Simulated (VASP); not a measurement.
Input of a VASP 6.6.1 run:

File INCAR:

```
SYSTEM = SiO2
PREC = Accurate
ENCUT = 520
EDIFF = 1E-6
ISMEAR = 0
SIGMA = 0.05
LREAL = .FALSE.
LASPH = .TRUE.
NELM = 100
ALGO = Normal
ISIF = 2
LWAVE = .FALSE.
LCHARG = .FALSE.
NBANDS = 25
```

File KPOINTS:

```
Automatic mesh
0
G
  6 6 10
  0 0 0
```

POSCAR

```
SiO2
1.0
    4.2058521086      0.0000000000      0.0000000000
    0.0000000000      4.2058521086      0.0000000000
    0.0000000000      0.0000000000      2.5975342623
Si O
2 4
Direct
    0.5000000000      0.5000000000      0.5000000000
    0.0000000000      0.0000000000      0.0000000000
    0.6944252994      0.6944252994      0.0000000000
    0.1944252994      0.8055747006      0.5000000000
    0.3055747006      0.3055747006      0.0000000000
    0.8055747006      0.1944252994      0.5000000000
```

Potentials or basis: VASP PAW LDA potentials, release 64 (Si, O).

Launch:

```console
$ cat potpaw_LDA.64/Si/POTCAR potpaw_LDA.64/O/POTCAR > POTCAR
$ mpirun -np 1 vasp_std > vasp.out
```

(1) Estimate the pressure.

(2) Estimate the band gap on the k mesh.

(3) Predict the largest force.

Results:

(1) 3.0 GPa.

(2) 5.93 eV.

(3) 0.158 eV/Å.

Caveat: the cell stands under pressure.
